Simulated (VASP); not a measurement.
Input of a VASP 6.6.1 run:

POSCAR

```
TaN
1.0
    5.1910000000      0.0000000000      0.0000000000
   -2.5955000000      4.4955378710      0.0000000000
    0.0000000000      0.0000000000      2.9080000000
Ta N
3 3
Direct
    0.6666666667      0.3333333333      0.5000000000
    0.3333333333      0.6666666667      0.5000000000
    0.0000000000      0.0000000000      0.0000000000
    0.0000000000      0.5000000000      0.0000000000
    0.5000000000      0.5000000000      0.0000000000
    0.5000000000      0.0000000000      0.0000000000
```

File INCAR.step1:

```
  ALGO = Normal
  EDIFF = 1E-5
  ENCUT = 520
  GGA = PE
  ISIF = 2
  ISMEAR = -1
  KPAR = 2
  LASPH = T
  LCHARG = F
  LREAL = F
  LWAVE = T
  NBANDS = 33
  NELM = 60
  PREC = Accurate
  SIGMA = 0.05
```

INCAR.step2

```
  AEXX = 0.2
  AGGAC = 0.81
  AGGAX = 0.72
  ALDAC = 0.19
  ALGO = Normal
  EDIFF = 1E-6
  ENCUT = 520
  GGA = B3
  ISIF = 2
  ISMEAR = -1
  ISTART = 1
  KPAR = 2
  LASPH = T
  LCHARG = F
  LHFCALC = T
  LREAL = F
  LWAVE = F
  NBANDS = 33
  NELM = 60
  PREC = Accurate
  PRECFOCK = Fast
  SIGMA = 0.05
```

Contents of KPOINTS:

```
k-points
0
Gamma
  4 4 5
```

Potentials or basis: VASP PAW PBE potentials, release 64 (Ta_pv, N).

Command:

```console
$ cat potpaw_PBE.64/Ta_pv/POTCAR potpaw_PBE.64/N/POTCAR > POTCAR
$ cp INCAR.step1 INCAR
$ mpirun -np 2 vasp_std > vasp.out
$ cp INCAR.step2 INCAR
$ mpirun -np 2 vasp_std > vasp.out
```

Problem. What does it give for the pressure?

Solution. 12.8 GPa.

Problem. What does it give for the band gap on the k mesh?

Solution. Zero (bands 24 and 25 overlap by 2.26 eV).

Stress tensor (GPa, compression positive):
```
13.48  0.00  0.00
 0.00 13.48  0.00
 0.00  0.00 11.50
```

Caveat: the k points lie up to 0.43 Å⁻¹ apart, too coarse for converged energies and pressures of a metal; the PAW data sets were made with another functional, which shifts forces and pressure a little; spin-orbit coupling is left out, which moves the levels of the heavy elements.
